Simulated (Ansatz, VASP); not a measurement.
## Sn: VASP beside Ansatz

File INCAR:

```
ALGO = Fast
EDIFF = 1E-6
ENCUT = 520
GGA = PE
ISIF = 2
ISMEAR = 0
LASPH = True
LCHARG = True
LELF = True
LREAL = False
LVHAR = True
LWAVE = False
NBANDS = 21
NELM = 80
PREC = Accurate
SIGMA = 0.15
```

File KPOINTS:

```
k-points
0
Gamma
  18 18 18
```

File POSCAR:

```
Sn
1.0
    0.0000000000      3.5134164227      2.9864039593
    3.5134164227      0.0000000000      2.9864039593
    3.5134164227      3.5134164227      0.0000000000
Sn
2
Direct
    0.5000000000      0.5000000000      0.5000000000
    0.7500000000      0.7500000000      0.7500000000
```

Input for Ansatz:

```yaml
crystal:
  lattice:
    - [0.0, 3.5134164227, 2.9864039593]
    - [3.5134164227, 0.0, 2.9864039593]
    - [3.5134164227, 3.5134164227, 0.0]
  atoms:
    - { symbol: Sn, position: [0.5, 0.5, 0.5] }
    - { symbol: Sn, position: [0.75, 0.75, 0.75] }
basis:
  ecutwfc: 420
kpoints:
  mp_grid: { grid: [18, 18, 18] }
hamiltonian:
  xc: pbe
scf:
  occupations: { method: gaussian, width: 0.15 }
output:
  forces: true
  stress: true
  eigenvalues: true
  write_density: true
  write_potential: true
  elf: true
  volumetric_format: npy
```

Alike in both runs: task single point; functional PBE; k mesh 18 × 18 × 18; occupations gaussian, width 0.15 eV; no spin polarisation.

|  | VASP | Ansatz |
| --- | --- | --- |
| version | VASP 6.6.1 | Ansatz 0.2.0 |
| potentials or method | VASP PAW PBE potentials, release 64 (Sn_d), cutoff 520 eV | scalar-relativistic, plane waves, PAW |
| valence electrons in the cell | 28 | 28 |

```csv
,VASP,Ansatz,Ansatz less VASP
gap on the k mesh at the Fermi level (eV),none,none,-
pressure (GPa),-0.3,-0.2,+0.06
"traceless stress, the component that is largest in VASP (GPa)",2.18,2.18,0.000
```

A gap of «none» marks a metal or a gap that the smearing closes. The functional is the same, so the differences come from potentials, cutoffs and numerics.
